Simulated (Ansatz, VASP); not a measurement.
Two plane-wave programs on ZnO

File POSCAR:

```
ZnO
1.0
    0.0000000000      2.1337703963      2.1337703963
    2.1337703963      0.0000000000      2.1337703963
    2.1337703963      2.1337703963      0.0000000000
Zn O
1 1
Direct
    0.0000000000      0.0000000000      0.0000000000
    0.5000000000      0.5000000000      0.5000000000
```

Contents of INCAR.step1:

```
  ALGO = Normal
  EDIFF = 1E-5
  ENCUT = 1000
  GGA = PE
  GGA_COMPAT = False
  ISIF = 2
  ISMEAR = 0
  LASPH = True
  LREAL = False
  LWAVE = True
  NBANDS = 16
  NELM = 120
  PREC = Accurate
  SIGMA = 0.01
```

Contents of INCAR.step2:

```
  AEXX = 0.05
  ALGO = Normal
  EDIFF = 1E-6
  ENCUT = 1000
  GGA = PE
  GGA_COMPAT = False
  ISIF = 2
  ISMEAR = 0
  ISTART = 1
  LASPH = True
  LCHARG = True
  LELF = True
  LHFCALC = True
  LREAL = False
  LVHAR = True
  LWAVE = False
  NBANDS = 16
  NELM = 120
  PREC = Accurate
  PRECFOCK = Normal
  SIGMA = 0.01
```

Contents of KPOINTS:

```
k-points
0
Gamma
  4 4 4
```

Input for Ansatz:

```yaml
crystal:
  lattice:
    - [0.0, 2.1337703963, 2.1337703963]
    - [2.1337703963, 0.0, 2.1337703963]
    - [2.1337703963, 2.1337703963, 0.0]
  atoms:
    - { symbol: Zn, position: [0.0, 0.0, 0.0] }
    - { symbol: O, position: [0.5, 0.5, 0.5] }
kpoints:
  mp_grid: { grid: [4, 4, 4] }
hamiltonian:
  xc: { exchange: pbe, correlation: pbe, exx: { coeff: 0.05 } }
scf:
  occupations: { method: fixed }
  n_extra_bands: 4
output:
  forces: true
  stress: true
  eigenvalues: true
```

Alike in both runs: task single point; functional PBE-based global hybrid with a share of 0.05 of exact exchange; k mesh 4 × 4 × 4; no spin polarisation.

|  | VASP | Ansatz |
| --- | --- | --- |
| version | VASP 6.6.1 | Ansatz 0.2.0 |
| potentials or method | VASP PAW PBE potentials, release 64 (Zn, O_h) | plane waves |
| plane-wave cutoff (eV) | 1000 | 420 |
| occupations | gaussian, width 0.01 eV | fixed |
| valence electrons in the cell | 18 | 18 |

```tsv
	VASP	Ansatz	Ansatz less VASP
gap on the k mesh at the Fermi level (eV)	1.41	1.43	+0.025
```

VASP's potentials were made for PBE, not for PBE-based global hybrid. Ansatz's warnings: stress exchange threshold loose, stress scf threshold loose.

The k mesh is coarse, so the values compare programs but aren't converged.
